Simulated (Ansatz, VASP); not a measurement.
**SnTe in VASP and in Ansatz**

```xyz
2
Lattice="0.0000 3.6111 3.6111 3.6111 0.0000 3.6111 3.6111 3.6111 0.0000" Properties=species:S:1:pos:R:3 pbc="T T T"
Te    1.8056    1.8056    1.8056
Sn    0.0000    0.0000    0.0000
```

Alike in both runs: functional r2SCAN0; k mesh 4 × 4 × 4; occupations fermi-dirac, width 0.05 eV; no spin polarisation.

```csv
,VASP,Ansatz
version,VASP 6.6.1,Ansatz 0.2.0
potentials or method,"VASP PAW PBE potentials, release 64 (Te, Sn_d)",Ansatz PAW
plane-wave cutoff (eV),520,500
valence electrons in the cell,20,30
task,single point,band structure
```

```tsv
	VASP	Ansatz	Ansatz less VASP
gap on the k mesh at the Fermi level (eV)	1.02	0.99	-0.035
least direct gap on the mesh (eV)	1.86	1.84	-0.020
pressure (GPa)	-1.1	-0.9	+0.21
```

VASP's potentials were made for PBE, not for r2SCAN0. VASP's potentials hold 20 valence electrons a cell and Ansatz's 30, so a difference there can come from the potentials and not from the codes.

Spin-orbit coupling is off throughout.
